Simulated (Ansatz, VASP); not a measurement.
# Two plane-wave programs on Hg3Pt

File INCAR:

```
PREC = Accurate ; ENCUT = 520
EDIFF = 1E-6 ; ISMEAR = -1
SIGMA = 0.05 ; LREAL = False
LASPH = True ; NELM = 60
ALGO = Fast ; ISIF = 2
LWAVE = False ; LCHARG = False
GGA = PE ; NBANDS = 31
```

File KPOINTS:

```
Automatic mesh
0
Gamma
  6 6 6
```

The input POSCAR:

```
Hg3Pt
1.0
    4.3442210000      0.0000000000      0.0000000000
    0.0000000000      4.3442210000      0.0000000000
    0.0000000000      0.0000000000      4.3442210000
Hg Pt
3 1
Direct
    0.5000000000      0.5000000000      0.0000000000
    0.5000000000      0.0000000000      0.5000000000
    0.0000000000      0.5000000000      0.5000000000
    0.0000000000      0.0000000000      0.0000000000
```

File input.yaml:

```yaml
crystal:
  lattice:
    - [4.344221, 0.0, 0.0]
    - [0.0, 4.344221, 0.0]
    - [0.0, 0.0, 4.344221]
  atoms:
    - { symbol: Hg, position: [0.5, 0.5, 0.0] }
    - { symbol: Hg, position: [0.5, 0.0, 0.5] }
    - { symbol: Hg, position: [0.0, 0.5, 0.5] }
    - { symbol: Pt, position: [0.0, 0.0, 0.0] }
hamiltonian:
  xc: pbe
  pseudopotentials: { kind: paw }
kpoints:
  mp_grid: { grid: [6, 6, 6] }
scf:
  occupations: { method: fermi_dirac, width: 0.05 }
output:
  forces: true
  stress: true
  eigenvalues: true
  write_density: true
  write_potential: true
  elf: true
  volumetric_format: npy
```

Alike in both runs: task single point; functional PBE; k mesh 6 × 6 × 6; occupations fermi-dirac, width 0.05 eV; no spin polarisation.

```csv
,VASP,Ansatz
version,VASP 6.6.1,Ansatz 0.2.0
potentials or method,"VASP PAW PBE potentials, release 64 (Hg, Pt)",Ansatz PAW
plane-wave cutoff (eV),520,420
valence electrons in the cell,46,78
```

```tsv
	VASP	Ansatz	Ansatz less VASP
gap on the k mesh at the Fermi level (eV)	none	none	-
pressure (GPa)	-0.8	-1.3	-0.55
```

A gap of «none» marks a metal or a gap that the smearing closes. With one functional, cell and mesh, what is left measures potentials, basis and numerics. VASP's potentials hold 46 valence electrons a cell and Ansatz's 78, so a difference there can come from the potentials and not from the codes.

Neither program's run includes spin-orbit coupling.
